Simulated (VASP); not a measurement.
## SiP5: relaxation of cell and atoms with PBE

SiP5:

```
Si P
1.0
     5.26851    0.00000    0.00000
     0.00000    5.26851    0.00000
     0.00000    0.00000    4.72379
Si P
1 5
Direct
  0.00000 0.00000 0.50000
  0.74449 0.00000 0.00000
  0.25551 0.00000 0.00000
  0.00000 0.25551 0.00000
  0.00000 0.74449 0.00000
  0.50000 0.50000 0.50000
```

| Quantity | Value |
| --- | --- |
| Program | VASP 6.6.1 |
| Task | relaxation of cell and atoms |
| Functional | PBE |
| Potentials or basis | VASP PAW PBE potentials, release 64 (Si, P) |
| Cutoff | 600 eV |
| k mesh | 3 × 3 × 4 |
| Occupations | gaussian, width 0.2 eV |
| Spin | no spin polarisation |
| Dipole correction | no |
| Further INCAR settings | ALGO = Normal; EDIFF = 1e-06; IBRION = 2; EDIFFG = -0.08; NSW = 36; ISIF = 3 |

The relaxed volume is 18.65 Å³/atom, the relaxed cell is a = 5.642 Å, b = 5.642 Å, c = 3.515 Å, α = 90.00°, β = 90.00°, γ = 90.00° and the space group after relaxing (to 0.05 Å) is P4/mmm (No. 123). The energy gained by relaxing is 731.1 meV/atom. The ionic steps are 19 and the pressure after relaxing is -0.2 GPa. The largest force after relaxing is 0.015 eV/Å.

Forces on the atoms (eV/Å):
```
Si   0.000  0.000  0.000
P   -0.015  0.000  0.000
P    0.015  0.000  0.000
P    0.000  0.015  0.000
P    0.000 -0.015  0.000
P    0.000  0.000  0.000
```

Stress tensor (GPa, compression positive):
```
-0.28  0.00  0.00
 0.00 -0.28  0.00
 0.00  0.00  0.02
```

Step by step:
| step | energy change (eV) | largest force (eV/Å) | pressure (GPa) | volume (Å³) |
| --- | --- | --- | --- | --- |
| 1 | 0.0000 | 8.0091 | 18.73 | 131.12 |
| 2 | -0.3941 | 0.6385 | -8.46 | 184.00 |
| 3 | -0.6650 | 0.4104 | -9.08 | 177.59 |
| 4 | -1.0146 | 0.0975 | -9.26 | 171.05 |
| 5 | -2.4397 | 1.2223 | -5.78 | 150.43 |
| 6 | -2.5743 | 0.6469 | 0.20 | 140.61 |
| 7 | -2.6482 | 0.6318 | -3.18 | 145.18 |
| 8 | -2.6587 | 0.3974 | -2.50 | 144.12 |
| 9 | -3.1857 | 0.5699 | -3.13 | 139.08 |
| 10 | -3.4025 | 0.5123 | -2.82 | 134.81 |
| 11 | -3.4324 | 0.2186 | -2.68 | 133.09 |
| 12 | -3.5696 | 0.7679 | -3.13 | 129.51 |
| 13 | -4.0909 | 0.9254 | -1.69 | 121.79 |
| 14 | -4.1797 | 0.3049 | -0.97 | 114.72 |
| 15 | -4.1937 | 0.4225 | -1.41 | 116.54 |
| 16 | -4.3397 | 0.0968 | -0.11 | 111.83 |
| 17 | -4.3581 | 0.1008 | 0.81 | 109.85 |
| 18 | -4.3844 | 0.0316 | 0.07 | 111.33 |
| 19 | -4.3866 | 0.0151 | -0.18 | 111.91 |

Final structure:
```xyz
6
Lattice="5.6422 0.0000 0.0000 0.0000 5.6422 0.0000 0.0000 0.0000 3.5153" Properties=species:S:1:pos:R:3 pbc="T T T"
Si    0.0000    0.0000    1.7576
P     3.9799    0.0000    0.0000
P     1.6623    0.0000    0.0000
P     0.0000    1.6623    0.0000
P     0.0000    3.9799    0.0000
P     2.8211    2.8211    1.7576
```

Levels at points of the mesh, in eV from the Fermi level:
```
           k point  band 10  band 11  band 12  band 13  band 14  band 15  band 16  band 17  band 18
(0.00, 0.00, 0.00)    -2.79    -1.73    -0.39    -0.39     0.49     0.87     0.87     1.26     2.09
(0.00, 0.00, 0.50)    -3.97    -3.06    -1.68    -1.01    -1.01    -0.34    -0.23    -0.23     2.64
```

It took 2.7 min on 1 thread of Intel(R) Xeon(R) 6975P-C (Granite Rapids), with other jobs on the host, peak memory 0.25 GiB.

Caveat: the k points lie up to 0.45 Å⁻¹ apart in the final cell; the relaxation stopped at a loose force limit of 0.08 eV/Å, so its end isn't a converged minimum.
